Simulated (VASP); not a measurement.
Here is a VASP 6.6.1 calculation.

The input INCAR:

```
SYSTEM = SiNi2
PREC = Accurate
ENCUT = 520
EDIFF = 1E-7
ISMEAR = -1
SIGMA = 0.05
LREAL = .False.
LASPH = .True.
NELM = 150
ALGO = Normal
ISIF = 2
LWAVE = .False.
LCHARG = .False.
ISPIN = 2
MAGMOM = 1 1 1 1 1 1 1 1 0 0 0 0
LORBIT = 11
LMAXMIX = 4
GGA = PE
NBANDS = 64
```

Contents of KPOINTS:

```
regular mesh
0
Gamma
  5 5 3
  0 0 0
```

POSCAR

```
SiNi2
1.0
    4.9900000000      0.0000000000      0.0000000000
    0.0000000000      3.7200000000      0.0000000000
    0.0000000000      0.0000000000      7.0300000000
Ni Si
8 4
Direct
    0.3291098323      0.7500000000      0.9393076204
    0.6708901677      0.2500000000      0.0606923796
    0.1708901677      0.2500000000      0.4393076204
    0.8291098323      0.7500000000      0.5606923796
    0.4599013588      0.7500000000      0.2937141430
    0.5400986412      0.2500000000      0.7062858570
    0.0400986412      0.2500000000      0.7937141430
    0.9599013588      0.7500000000      0.2062858570
    0.7882185115      0.7500000000      0.8864544493
    0.2117814885      0.2500000000      0.1135455507
    0.7117814885      0.2500000000      0.3864544493
    0.2882185115      0.7500000000      0.6135455507
```

Potentials or basis: VASP PAW PBE potentials, release 64 (Ni, Si).

Run with:

```console
$ cat potpaw_PBE.64/Ni/POTCAR potpaw_PBE.64/Si/POTCAR > POTCAR
$ mpirun -np 1 vasp_std > vasp.out
```

**Question.** What does it give for the pressure?

**Answer.** 3.2 GPa.

**Question.** Predict the largest force.

**Answer.** 0.012 eV/Å.

**Question.** Predict the band gap on the k mesh.

**Answer.** Zero (filled and empty bands overlap).

Forces on the atoms (eV/Å):
```
Ni  -0.002  0.000  0.001
Ni   0.002  0.000 -0.001
Ni   0.002  0.000  0.001
Ni  -0.002  0.000 -0.001
Ni  -0.010  0.000 -0.008
Ni   0.010  0.000  0.008
Ni   0.010  0.000 -0.008
Ni  -0.010  0.000  0.008
Si  -0.008  0.000  0.001
Si   0.008  0.000 -0.001
Si   0.008  0.000  0.001
Si  -0.008  0.000 -0.001
```
